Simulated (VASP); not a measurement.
**AlN: single point with r2SCAN**

Crystal: AlN.

```
Al N
1.0
     3.12223    0.00000    0.00000
    -1.56111    2.70393    0.00000
     0.00000    0.00000    4.96358
Al N
2 2
Direct
  0.33333 0.66667 0.99920
  0.66667 0.33333 0.49920
  0.33333 0.66667 0.38080
  0.66667 0.33333 0.88080
```

This cell differs from its parent crystal: in-plane strain +0.005.

```yaml
Program: VASP 6.6.1
Task: single point
Functional: r2SCAN
Potentials_or_basis: VASP PAW PBE potentials, release 64 (Al, N)
Cutoff: 520 eV
k_mesh: 8 × 8 × 4
Occupations: gaussian, width 0.01 eV
Spin: no spin polarisation
```

```json
{
  "Pressure": "-1.9 GPa",
  "Largest force": "0.093 eV/Å",
  "Band gap on the k mesh": "4.84 eV, direct"
}
```

Forces in eV/Å, atoms in the order of the input:
```
Al   0.000  0.000 -0.093
Al   0.000  0.000 -0.093
N    0.000  0.000  0.093
N    0.000  0.000  0.093
```

Stress tensor (GPa, compression positive):
```
-3.05  0.00  0.00
 0.00 -3.05  0.00
 0.00  0.00  0.40
```

Levels at points of the mesh, in eV from the valence-band top:
| k point | band 5 | band 6 | band 7 | band 8 | band 9 | band 10 | band 11 | band 12 |
| --- | --- | --- | --- | --- | --- | --- | --- | --- |
| (0.00, 0.00, 0.00) | -0.94 | -0.26 | -0.26 | 0.00 | 4.84 | 7.37 | 11.57 | 11.89 |
| (0.50, 0.00, 0.00) | -3.40 | -2.19 | -1.79 | -0.73 | 6.46 | 6.47 | 8.96 | 11.20 |
| (0.00, 0.00, 0.50) | -0.61 | -0.61 | -0.61 | -0.61 | 7.14 | 7.14 | 11.27 | 11.27 |
| (0.50, 0.00, 0.50) | -1.53 | -1.53 | -1.39 | -1.39 | 5.97 | 5.97 | 10.09 | 10.09 |

Wall time 73 s on 1 thread of Intel(R) Xeon(R) Platinum 8488C (Sapphire Rapids), with other jobs on the host, peak memory 0.16 GiB.

Caveat: the cell differs from its parent crystal (in-plane strain +0.005); the PAW data sets were made with another functional, which shifts forces and pressure a little.
